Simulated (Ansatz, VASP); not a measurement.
**Os: VASP beside Ansatz**

File INCAR:

```
SYSTEM = Os
PREC = Accurate ; ENCUT = 600
EDIFF = 1E-6 ; ISMEAR = -1
SIGMA = 0.05 ; LREAL = .False.
LASPH = .True. ; NELM = 120
ALGO = Normal ; ISIF = 2
LWAVE = .False. ; LCHARG = .False.
GGA = PE ; NBANDS = 15
GGA_COMPAT = .False.
```

File KPOINTS:

```
Automatic mesh
0
Gamma
  15 15 9
  0 0 0
```

File POSCAR:

```
Os
1.0
    2.7340999755      0.0000000000      0.0000000000
   -1.3670499878      2.3678000353      0.0000000000
    0.0000000000      0.0000000000      4.3628970000
Os
2
Direct
    0.3333333333      0.6666666667      0.2500000000
    0.6666666667      0.3333333333      0.7500000000
```

Input for Ansatz:

```yaml
crystal:
  lattice:
    - [2.7340999755, 0.0, 0.0]
    - [-1.3670499878, 2.3678000353, 0.0]
    - [0.0, 0.0, 4.362897]
  atoms:
    - { symbol: Os, position: [0.3333333333, 0.6666666667, 0.25] }
    - { symbol: Os, position: [0.6666666667, 0.3333333333, 0.75] }
kpoints:
  mp_grid: { grid: [15, 15, 9] }
  band_path:
    path:
      - [0.0, 0.0, 0.0]
      - [0.5, 0.0, 0.0]
      - [0.3333333333, 0.3333333333, 0.0]
      - [0.0, 0.0, 0.0]
      - [0.0, 0.0, 0.5]
      - [0.5, 0.0, 0.5]
      - [0.3333333333, 0.3333333333, 0.5]
      - [0.0, 0.0, 0.5]
      - [0.5, 0.0, 0.5]
    npoints: 5
scf:
  occupations: { method: fermi_dirac, width: 0.05 }
hamiltonian:
  xc: pbe
  pseudopotentials: { kind: all_electron, lapw: { basis_error: 0.0005 } }
output:
  forces: true
  stress: true
  eigenvalues: true
```

Change from the starting cell: zz strain of +1 %.

Alike in both runs: task single point; functional PBE; k mesh 15 × 15 × 9; occupations fermi-dirac, width 0.05 eV; no spin polarisation.

|  | VASP | Ansatz |
| --- | --- | --- |
| version | VASP 6.6.1 | Ansatz 0.2.0 |
| potentials or method | VASP PAW PBE potentials, release 64 (Os), cutoff 600 eV | all-electron LAPW, scalar-relativistic |

|  | VASP | Ansatz | Ansatz less VASP |
| --- | --- | --- | --- |
| pressure (GPa) | 4.3 | 4.2 | -0.08 |
| traceless stress, the component that is largest in VASP (GPa) | -3.68 | -3.64 | +0.036 |

Ansatz ran all-electron here, and VASP with PAW potentials.

Neither program's run includes spin-orbit coupling.
